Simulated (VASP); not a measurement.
AlAu, 2 atoms in the cell. It takes space group Pm-3m (No. 221, cubic). Conventional cell: a = 3.224 Å, b = 3.224 Å, c = 3.224 Å, α = 90.00°, β = 90.00°, γ = 90.00°. Al (site symmetry m-3m) has 8 Au at 2.79 Å and 6 Al at 3.22 Å within 3.7 Å. Within 3.7 Å of Au (site symmetry m-3m) lie 8 Al at 2.79 Å and 6 Au at 3.22 Å. 

```yaml
Program: VASP 6.6.1
Task: relaxation of cell and atoms
Functional: PBEsol
Potentials_or_basis: VASP PAW PBE potentials, release 64 (Al, Au)
Cutoff: 600 eV
k_mesh: 13 × 13 × 13
Occupations: methfessel-paxton, width 0.05 eV
Spin: no spin polarisation
Dipole_correction: no
Further_INCAR_settings: ALGO = Normal; EDIFF = 1e-06; IBRION = 2; EDIFFG = -0.03; NSW = 80; ISIF = 3
```

Potentials or basis: VASP PAW PBE potentials, release 64 (Al, Au).

Run with:

```bash
$ cat potpaw_PBE.64/Al/POTCAR potpaw_PBE.64/Au/POTCAR > POTCAR
$ mpirun -np 1 vasp_std > vasp.out
```

Hardware: 1 thread of AMD EPYC 9R45 (Zen 5), with other jobs on the host.

Task: Estimate the wall time of this run.

Result: Wall time 33 s on 1 thread of AMD EPYC 9R45 (Zen 5), on a shared host, peak memory 0.16 GiB. Counts: scf iterations 26, k points 84, ion steps 3.
